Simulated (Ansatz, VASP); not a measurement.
## Two plane-wave programs on Sr7La

Contents of INCAR:

```
SYSTEM = Sr7La
ALGO = Normal
EDIFF = 1E-6
EDIFFG = -0.01
ENCUT = 600
GGA = PE
IBRION = 2
ISIF = 3
ISMEAR = 0
LASPH = .True.
LCHARG = .False.
LREAL = .False.
LWAVE = .False.
NELM = 100
NSW = 100
PREC = Accurate
SIGMA = 0.1
```

The input KPOINTS:

```
k-points
0
Gamma
  6 6 6
  0 0 0
```

The input POSCAR:

```
Sr7La
1.0
    0.0000000000      5.8738162022      5.8738162022
    5.8738162022      0.0000000000      5.8738162022
    5.8738162022      5.8738162022      0.0000000000
Sr La
7 1
Direct
    0.5000000000      0.5000000000      0.5000000000
    0.5000000000      0.0000000000      0.0000000000
    0.5000000000      0.0000000000      0.5000000000
    0.0000000000      0.5000000000      0.5000000000
    0.0000000000      0.5000000000      0.0000000000
    0.5000000000      0.5000000000      0.0000000000
    0.0000000000      0.0000000000      0.5000000000
    0.0000000000      0.0000000000      0.0000000000
```

Input for Ansatz:

```yaml
crystal:
  lattice:
    - [0.0, 5.8738162022, 5.8738162022]
    - [5.8738162022, 0.0, 5.8738162022]
    - [5.8738162022, 5.8738162022, 0.0]
  atoms:
    - { symbol: Sr, position: [0.5, 0.5, 0.5] }
    - { symbol: Sr, position: [0.5, 0.0, 0.0] }
    - { symbol: Sr, position: [0.5, 0.0, 0.5] }
    - { symbol: Sr, position: [0.0, 0.5, 0.5] }
    - { symbol: Sr, position: [0.0, 0.5, 0.0] }
    - { symbol: Sr, position: [0.5, 0.5, 0.0] }
    - { symbol: Sr, position: [0.0, 0.0, 0.5] }
    - { symbol: La, position: [0.0, 0.0, 0.0] }
basis:
  ecutwfc: 420
kpoints:
  mp_grid: { grid: [6, 6, 6] }
hamiltonian:
  xc: pbe
scf:
  occupations: { method: gaussian, width: 0.1 }
output:
  forces: true
  stress: true
  eigenvalues: true
relax:
  adjacent_minimum: "off"
  f_tol: 0.01
  max_steps: 80
  cell: { stress_tol: 0.05 }
```

Change from the starting cell: species swapped into the CuPt7 type (Fm-3m, No. 225).

Alike in both runs: task relaxation of cell and atoms; functional PBE; k mesh 6 × 6 × 6; occupations gaussian, width 0.1 eV; no spin polarisation.

|  | VASP | Ansatz |
| --- | --- | --- |
| version | VASP 6.6.1 | Ansatz 0.2.0 |
| potentials or method | VASP PAW PBE potentials, release 64 (Sr_sv, La), cutoff 600 eV | scalar-relativistic, plane waves, PAW |
| valence electrons in the cell | 81 | 81 |

Ansatz gave:

| Item | Value |
| --- | --- |
| gap on the k mesh at the Fermi level, each at its own relaxed structure (eV) | none |
| relaxed volume (Å³/atom) | 52.11 |
| relaxed cell length with the largest relative difference (Å) | 8.385 |

What did VASP give for the same quantities?

gap on the k mesh at the Fermi level, each at its own relaxed structure (eV): none; relaxed volume (Å³/atom): 52.16; relaxed cell length with the largest relative difference (Å): 8.388.

A gap of «none» marks a metal or a gap that the smearing closes.

Neither program's run includes spin-orbit coupling.
